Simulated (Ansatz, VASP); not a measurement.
**Fe: VASP beside Ansatz**

POSCAR

```
Fe
1.0
   -1.3531460113      1.3531460113      1.3531460113
    1.3531460113     -1.3531460113      1.3531460113
    1.3531460113      1.3531460113     -1.3531460113
Fe
1
Direct
    0.0000000000      0.0000000000      0.0000000000
```

The input INCAR.step1:

```
SYSTEM = Fe
ALGO = Normal ; EDIFF = 1E-4
ENCUT = 520 ; GGA = PE
ISMEAR = 0 ; ISPIN = 2
LASPH = .TRUE. ; LCHARG = .FALSE.
LMAXMIX = 4 ; LREAL = .FALSE.
LWAVE = .TRUE. ; MAGMOM = 2.78
NBANDS = 14 ; NELM = 150
PREC = Accurate ; SIGMA = 0.05
```

Contents of INCAR.step2:

```
SYSTEM = Fe
ALGO = Normal ; EDIFF = 1E-6
ENCUT = 520 ; ISIF = 2
ISMEAR = 0 ; ISPIN = 2
ISTART = 1 ; LASPH = .TRUE.
LCHARG = .FALSE. ; LMAXMIX = 4
LMIXTAU = .TRUE. ; LORBIT = 11
LREAL = .FALSE. ; LWAVE = .FALSE.
MAGMOM = 2.78 ; METAGGA = R2SCAN
NBANDS = 14 ; NELM = 150
PREC = Accurate ; SIGMA = 0.05
```

Contents of KPOINTS:

```
k-points
0
G
  22 22 22
  0 0 0
```

Input for Ansatz:

```yaml
crystal:
  lattice:
    - [-1.3531460113, 1.3531460113, 1.3531460113]
    - [1.3531460113, -1.3531460113, 1.3531460113]
    - [1.3531460113, 1.3531460113, -1.3531460113]
  atoms:
    - { symbol: Fe, position: [0.0, 0.0, 0.0], spin: 2.78 }
basis:
  ecutwfc: 500
  ecutrho_ratio: 4
kpoints:
  mp_grid: { grid: [22, 22, 22] }
hamiltonian:
  xc: r2scan
scf:
  occupations: { method: gaussian, width: 0.05 }
output:
  forces: true
  stress: true
  eigenvalues: true
  populations: true
magnetization:
  spin_polarized: true
```

Alike in both runs: task single point; functional r2SCAN; k mesh 22 × 22 × 22; occupations gaussian, width 0.05 eV; collinear spin.

|  | VASP | Ansatz |
| --- | --- | --- |
| version | VASP 6.6.1 | Ansatz 0.2.0 |
| potentials or method | VASP PAW PBE potentials, release 64 (Fe), cutoff 520 eV | scalar-relativistic, plane waves, PAW |
| valence electrons in the cell | 8 | 16 |

|  | VASP | Ansatz | Ansatz less VASP |
| --- | --- | --- | --- |
| gap on the k mesh at the Fermi level (eV) | none | none | - |
| net moment per atom (μB) | 2.22 | 2.20 | -0.024 |
| size of the moment on the site where the two differ most (μB) | 2.23 | 2.30 | +0.070 |

VASP's potentials were made for PBE, not for r2SCAN. Site moments also hang on the region over which each program counts them. A gap of «none» marks a metal or a gap that the smearing closes. With one functional, cell and mesh, what is left measures potentials, basis and numerics. VASP's potentials hold 8 valence electrons a cell and Ansatz's 16, so a difference there can come from the potentials and not from the codes. Ansatz's warnings: stability check not made.
